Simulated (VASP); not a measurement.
Input of a VASP 6.6.1 run:

Contents of INCAR:

```
ALGO = Normal ; EDIFF = 1E-6
ENCUT = 520 ; GGA = PE
ISIF = 2 ; ISMEAR = 0
LASPH = True ; LCHARG = True
LELF = True ; LREAL = False
LVHAR = True ; LWAVE = False
NBANDS = 36 ; NELM = 100
PREC = Accurate ; SIGMA = 0.1
```

Contents of KPOINTS:

```
k-points
0
Gamma
  3 3 3
```

File POSCAR:

```
Si
1.0
    5.2810622057      3.0490226860      3.6784846407
   -5.2810622057      3.0490226860      3.6784846407
    0.0000000000     -6.0980453721      3.6784846407
Si
12
Direct
    0.4070937029      0.6315471140      0.1774575156
    0.1774575156      0.4070937029      0.6315471140
    0.6315471140      0.1774575156      0.4070937029
    0.1774575156      0.6315471140      0.4070937029
    0.6315471140      0.4070937029      0.1774575156
    0.4070937029      0.1774575156      0.6315471140
    0.1882647888      0.9637426597      0.4178251190
    0.4178251190      0.1882647888      0.9637426597
    0.9637426597      0.4178251190      0.1882647888
    0.4178251190      0.9637426597      0.1882647888
    0.9637426597      0.1882647888      0.4178251190
    0.1882647888      0.4178251190      0.9637426597
```

Potentials or basis: VASP PAW PBE potentials, release 64 (Si).

Run with:

```sh
$ cat potpaw_PBE.64/Si/POTCAR > POTCAR
$ mpirun -np 1 vasp_std > vasp.out
```

(1) What does it give for the largest force?

(2) What does it give for the band gap on the k mesh?

(3) Estimate the pressure.

Results:

(1) 0.023 eV/Å.

(2) 0.74 eV, indirect (least direct gap 0.83 eV).

(3) 0.1 GPa.
